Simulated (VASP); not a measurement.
# TaN (P-6m2) in VASP: further runs, part 2 of 2

VASP 6.6.1. Earlier steps stand in the parts before.

## (4) Single point, PBEsol (volume 9.353 Å^3 an atom, c/a of the conventional cell 1.0017)

File INCAR:

```
SYSTEM = TaN
  PREC = Accurate
  ENCUT = 520
  EDIFF = 1E-6
  ISMEAR = 0
  SIGMA = 0.15
  LREAL = .FALSE.
  LASPH = .TRUE.
  NELM = 60
  ALGO = Normal
  ISIF = 2
  LWAVE = .FALSE.
  LCHARG = .FALSE.
  GGA = PS
  NBANDS = 15
```

File KPOINTS:

```
Automatic mesh
0
G
  21 21 18
  0 0 0
```

File POSCAR:

```
TaN
1.0
    2.7833695698      0.0000000000      0.0000000000
   -1.3916847849      2.4104687556      0.0000000000
    0.0000000000      0.0000000000      2.7881012981
Ta N
1 1
Direct
    0.3333333333      0.6666666667      0.5000000000
    0.0000000000      0.0000000000      0.0000000000
```

Potentials or basis: VASP PAW PBE potentials, release 64 (Ta_pv, N).

Command:

```console
cat potpaw_PBE.64/Ta_pv/POTCAR potpaw_PBE.64/N/POTCAR > POTCAR
mpirun -np 1 vasp_std > vasp.out
```

OUTCAR:

```text
SYSTEM = TaN
   PREC = Accurate
   ENCUT = 520
   EDIFF = 1E-6
   ISMEAR = 0
   LREAL = .FALSE.
   LASPH = .TRUE.
   NELM = 60
   ISIF = 2
   GGA = PS

 ion  position               nearest neighbor table
   1  0.333  0.667  0.500-   2 2.13   2 2.13   2 2.13   2 2.13   2 2.13   2 2.13
   2  0.000  0.000  0.000-   1 2.13   1 2.13   1 2.13   1 2.13   1 2.13   1 2.13

  LATTYP: Found a hexagonal cell.
 ALAT       =     2.7833695698
 C/A-ratio  =     1.0017000000

  Lattice vectors:

 A1 = (   2.7833695698,   0.0000000000,   0.0000000000)
 A2 = (  -1.3916847849,   2.4104687556,   0.0000000000)
 A3 = (   0.0000000000,   0.0000000000,   2.7881012981)

Analysis of symmetry for initial positions (statically):
=====================================================================
 Subroutine PRICEL returns:
 Original cell was already a primitive cell.

 Routine SETGRP: Setting up the symmetry group for a
 hexagonal supercell.

 Subroutine GETGRP returns: Found 12 space group operations
 (whereof 12 operations were pure point group operations)
 out of a pool of 24 trial point group operations.

The static configuration has the point symmetry D_3h.

Analysis of symmetry for dynamics (positions and initial velocities):
=====================================================================
 Subroutine PRICEL returns:
 Original cell was already a primitive cell.

 Routine SETGRP: Setting up the symmetry group for a
 hexagonal supercell.

 Subroutine GETGRP returns: Found 12 space group operations
 (whereof 12 operations were pure point group operations)
 out of a pool of 24 trial point group operations.

The dynamic configuration has the point symmetry D_3h.

 Subroutine INISYM returns: Found 12 space group operations
 (whereof 12 operations are pure point group operations),
 and found     1 'primitive' translations

----------------------------------------------------------------------------------------

                                     Primitive cell

  volume of cell :      18.7060
[... 119 lines left out ...]
   LRPA    =     F    only Hartree local field effects (RPA)
 non-spin polarized calculation
 Gauss-broadening in eV      SIGMA  =   0.15
  energy-cutoff  :      520.00
  volume of cell :       18.71
 maximum number of plane-waves:       527
 NGX is ok and might be reduce to    24
   NGX = 11   NGY = 11   NGZ = 11

 number of electron      16.0000003 magnetization

 Free energy of the ion-electron system (eV)
  ---------------------------------------------------
  ext. energy  EPLUGINS =         0.00000000
  ---------------------------------------------------
  free energy    TOTEN  =       -23.34752026 eV

  energy without entropy =      -23.34654399  energy(sigma->0) =      -23.34703213

 E-fermi :   9.5971     XC(G=0): -14.2976

 val. band max:        9.5735102907   @ k =   0.0476   0.0000   0.4444
 cond. band min:       9.6062305795   @ k =   0.0000   0.0000   0.3889
 fundamental gap:      0.0327202888
 Fermi energy:         9.5970964807

 k-point     1 :       0.0000    0.0000    0.0000
  band No.  band energies     occupation
      1     -24.8184      2.00000
      2     -24.3477      2.00000
      3     -24.3477      2.00000
      4      -9.1782      2.00000
      5       4.5957      2.00000
      6       4.5957      2.00000
      7       4.6367      2.00000
      8       6.4708      2.00000
      9      13.1478      0.00000
     10      13.7957      0.00000
     11      13.7957      0.00000
     12      14.4378      0.00000
     13      14.4378      0.00000
     14      23.4371      0.00000
[... 401 lines left out ...]
      2     -24.6835      2.00000
      3     -24.5928      2.00000
      4      -7.7081      2.00000
      5       2.1485      2.00000
      6       4.7620      2.00000
      7       5.4294      2.00000
      8       6.2157      2.00000
      9      11.8005      0.00000
     10      13.3563      0.00000
     11      14.5932      0.00000
     12      15.9375      0.00000
     13      16.7123      0.00000
     14      23.4964      0.00000
     15      24.0648      0.00000

 [... further k-points ...]

------------------------ aborting loop because EDIFF is reached ----------------------------------------

  FORCE on cell =-STRESS in cart. coord.  units (eV):
  Direction    XX          YY          ZZ          XY          YZ          ZX
  --------------------------------------------------------------------------------------
  -------------------------------------------------------------------------------------
  Total        7.6067821      7.6067821      6.5289762      0.0000000      0.0000000      0.0000000
  in kB      651.5243138    651.5243138    559.2097506      0.0000000      0.0000000      0.0000000
  external PRESSURE =     620.7527927 kB  Pullay stress =       0.0000000 kB

 VOLUME and BASIS-vectors are now :
 -----------------------------------------------------------------------------
  energy-cutoff  :      520.00
  volume of cell :       18.71
      direct lattice vectors                 reciprocal lattice vectors
     2.783369570  0.000000000  0.000000000     0.359276760  0.207428534  0.000000000
    -1.391684785  2.410468756  0.000000000     0.000000000  0.414857068  0.000000000
     0.000000000  0.000000000  2.788101298     0.000000000  0.000000000  0.358667026

 POSITION                                       TOTAL-FORCE (eV/Angst)
 -----------------------------------------------------------------------------------
     -0.00000      1.60698      1.39405         0.000000     -0.000000      0.000000
      0.00000      0.00000      0.00000        -0.000000      0.000000      0.000000
 -----------------------------------------------------------------------------------
    total drift:                                0.000000     -0.000000     -0.000000

  FREE ENERGIE OF THE ION-ELECTRON SYSTEM (eV)
  ---------------------------------------------------
  free  energy   TOTEN  =       -23.3475202594 eV

  energy  without entropy=      -23.3465439949  energy(sigma->0) =      -23.34703213
```

OSZICAR:

```text
N       E                     dE             d eps       ncg     rms          rms(c)
DAV:   1     0.911874811157E+02    0.91187E+02   -0.88284E+03 14408   0.116E+03
DAV:   2    -0.229165811085E+02   -0.11410E+03   -0.10752E+03 17130   0.315E+02
DAV:   3    -0.256120147657E+02   -0.26954E+01   -0.26843E+01 17151   0.454E+01
DAV:   4    -0.256210801691E+02   -0.90654E-02   -0.90629E-02 18271   0.286E+00
DAV:   5    -0.256211184410E+02   -0.38272E-04   -0.38271E-04 16962   0.175E-01    0.316E+01
DAV:   6    -0.234238980940E+02    0.21972E+01   -0.33790E+00 17706   0.226E+01    0.142E+01
DAV:   7    -0.233777547836E+02    0.46143E-01   -0.43821E-01 14778   0.546E+00    0.880E+00
DAV:   8    -0.233520901863E+02    0.25665E-01   -0.68760E-02 17900   0.228E+00    0.161E+00
DAV:   9    -0.233475696457E+02    0.45205E-02   -0.84013E-03 16360   0.792E-01    0.161E-01
DAV:  10    -0.233475609171E+02    0.87285E-05   -0.66554E-04 17200   0.312E-01    0.779E-02
DAV:  11    -0.233475202610E+02    0.40656E-04   -0.53440E-05 17291   0.856E-02    0.866E-03
DAV:  12    -0.233475202594E+02    0.15962E-08   -0.60950E-06 14932   0.240E-02
   1 F= -.23347520E+02 E0= -.23347032E+02  d E =-.976264E-03
```

stdout:

```text
POSCAR found type information on POSCAR TaN
 POSCAR found :  2 types and       2 ions
 scaLAPACK will be used
 -----------------------------------------------------------------------------
|                                                                             |
|                                                                             |
|     You enforced a specific xc type in the INCAR file but a different       |
|     I HOPE YOU KNOW WHAT YOU ARE DOING!                                     |
|                                                                             |
 -----------------------------------------------------------------------------

 LDA part: xc-table for (Slater+PW92), standard interpolation
 POSCAR, INCAR and KPOINTS ok, starting setup
 FFT: planning ... GRIDC
 FFT: planning ... GRID_SOFT
 FFT: planning ... GRID
 WAVECAR not read
 entering main loop
```

It took 71 s on 1 thread of Intel Xeon Platinum 8259CL at 2.50GHz (Skylake/Cascade Lake), shared host; peak memory 0.26 GiB.

What came out:

| Quantity | Value |
| --- | --- |
| Free energy | -23.3475 eV |
| Pressure | 62.1 GPa |
| Band gap on the k mesh | zero (band 8 reaches 9.87 eV, above the bottom of band 9 at 9.45 eV) |

Stress tensor (GPa, compression positive):
```
65.15  0.00  0.00
 0.00 65.15  0.00
 0.00  0.00 55.92
```

Caveat: the PAW data sets were made with another functional, which shifts forces and pressure a little; spin-orbit coupling is left out, which moves the levels of the heavy elements.

## (5) Single point, PBEsol (volume 10.203 Å^3 an atom, c/a of the conventional cell 1.0426)

File INCAR:

```
SYSTEM = TaN
PREC = Accurate
ENCUT = 600
EDIFF = 1E-6
ISMEAR = 0
SIGMA = 0.15
LREAL = .False.
LASPH = .True.
NELM = 120
ALGO = Normal
ISIF = 2
LWAVE = .False.
LCHARG = .True.
GGA = PS
LELF = .True.
LVHAR = .True.
NBANDS = 16
GGA_COMPAT = .False.
```

File KPOINTS:

```
regular mesh
0
Gamma
  21 21 18
  0 0 0
```

File POSCAR:

```
TaN
1.0
    2.8272866554      0.0000000000      0.0000000000
   -1.4136433277      2.4485020673      0.0000000000
    0.0000000000      0.0000000000      2.9477290669
Ta N
1 1
Direct
    0.3333333333      0.6666666667      0.5000000000
    0.0000000000      0.0000000000      0.0000000000
```

Potentials or basis: VASP PAW PBE potentials, release 64 (Ta_sv_GW, N).

Command:

```console
cat potpaw_PBE.64/Ta_sv_GW/POTCAR potpaw_PBE.64/N/POTCAR > POTCAR
mpirun -np 1 vasp_std > vasp.out
```

It took 2.1 min on 1 thread of AMD EPYC 7R43 (Zen 3), shared host; peak memory 0.28 GiB.

It converged, with:

```yaml
Free_energy: -26.2001 eV
Pressure: 15.2 GPa
Band_gap_on_the_k_mesh: zero (band 9 reaches 13.36 eV, above the bottom of band 10 at 12.89 eV)
```

Stress tensor (GPa, compression positive):
```
 28.42   0.00   0.00
  0.00  28.42   0.00
  0.00   0.00 -11.25
```

Levels at points of the mesh, in eV from the Fermi level:
| k point | band 6 | band 7 | band 8 | band 9 | band 10 | band 11 | band 12 | band 13 |
| --- | --- | --- | --- | --- | --- | --- | --- | --- |
| (0.00, 0.00, 0.00) | -4.63 | -4.23 | -4.23 | -3.25 | 3.24 | 3.54 | 3.54 | 4.28 |
| (0.00, 0.00, 0.50) | -9.68 | -3.32 | -3.32 | -0.13 | -0.13 | 1.68 | 3.95 | 3.95 |

Caveat: the PAW data sets were made with another functional, which shifts forces and pressure a little; spin-orbit coupling is left out, which moves the levels of the heavy elements.

## (6) Single point, PBEsol (volume 10.203 Å^3 an atom, c/a of the conventional cell 1.0017)

File INCAR:

```
SYSTEM = TaN
ALGO = Normal
EDIFF = 1E-6
ENCUT = 600
GGA = PS
GGA_COMPAT = .False.
ISIF = 2
ISMEAR = 0
LASPH = .True.
LCHARG = .False.
LREAL = .False.
LWAVE = .False.
NBANDS = 16
NELM = 120
PREC = Accurate
SIGMA = 0.15
```

File KPOINTS:

```
k-points
0
Gamma
  21 21 18
  0 0 0
```

File POSCAR:

```
TaN
1.0
    2.8652544274      0.0000000000      0.0000000000
   -1.4326272137      2.4813831225      0.0000000000
    0.0000000000      0.0000000000      2.8701253600
Ta N
1 1
Direct
    0.3333333333      0.6666666667      0.5000000000
    0.0000000000      0.0000000000      0.0000000000
```

Potentials or basis: VASP PAW PBE potentials, release 64 (Ta_sv_GW, N).

Command:

```console
cat potpaw_PBE.64/Ta_sv_GW/POTCAR potpaw_PBE.64/N/POTCAR > POTCAR
mpirun -np 1 vasp_std > vasp.out
```

Run time: 92 s. Hardware: 1 thread of AMD EPYC 9R45 (Zen 5), shared host; peak memory 0.29 GiB.

Results (log left out):

| Quantity | Value |
| --- | --- |
| Free energy | -26.2880 eV |
| Pressure | 15.8 GPa |
| Band gap on the k mesh | zero (band 9 reaches 13.33 eV, above the bottom of band 10 at 12.95 eV) |

Stress tensor (GPa, compression positive):
```
19.84  0.00  0.00
 0.00 19.84  0.00
 0.00  0.00  7.80
```

Levels at points of the mesh, in eV from the Fermi level:
```
           k point  band 7  band 8  band 9  band 10  band 11  band 12
(0.00, 0.00, 0.00)   -4.59   -4.49   -3.05     2.83     3.76     3.76
(0.00, 0.00, 0.50)   -3.71   -3.71   -0.10    -0.10     2.32     3.65
```

Caveat: the PAW data sets were made with another functional, which shifts forces and pressure a little; spin-orbit coupling is left out, which moves the levels of the heavy elements.

## (7) Summary

| potentials or basis | cell | cutoff (eV) | second run | gap on the mesh (eV) | pressure (GPa) |
| --- | --- | --- | --- | --- | --- |
| VASP PAW PBE potentials, release 64 (Ta_pv, N) | a = 2.802, b = 2.802, c = 2.751 Å, angles 90.0, 90.0, 120.0°, 2 atoms | 520 | - | none | 62.8 |
| VASP PAW PBE potentials, release 64 (Ta_pv, N) | a = 2.840, b = 2.840, c = 2.678 Å, angles 90.0, 90.0, 120.0°, 2 atoms | 520 | - | none | 64.9 |
| VASP PAW PBE potentials, release 64 (Ta_pv, N) | a = 2.783, b = 2.783, c = 2.788 Å, angles 90.0, 90.0, 120.0°, 2 atoms | 520 | - | none | 62.1 |
| VASP PAW PBE potentials, release 64 (Ta_sv_GW, N) | a = 2.827, b = 2.827, c = 2.948 Å, angles 90.0, 90.0, 120.0°, 2 atoms | 600 | valence_matched | none | 15.2 |
| VASP PAW PBE potentials, release 64 (Ta_sv_GW, N) | a = 2.865, b = 2.865, c = 2.870 Å, angles 90.0, 90.0, 120.0°, 2 atoms | 600 | valence_matched | none | 15.8 |

Alike in all rows: task single point; level PBEsol; no spin polarisation; k mesh 21 × 21 × 18; smearing gaussian 0.15 eV.

Caveats: the PAW data sets were made with another functional, which shifts forces and pressure a little; spin-orbit coupling is left out, which moves the levels of the heavy elements.

Total energies depend on the potentials used, so only differences within one code and one set of settings carry meaning.
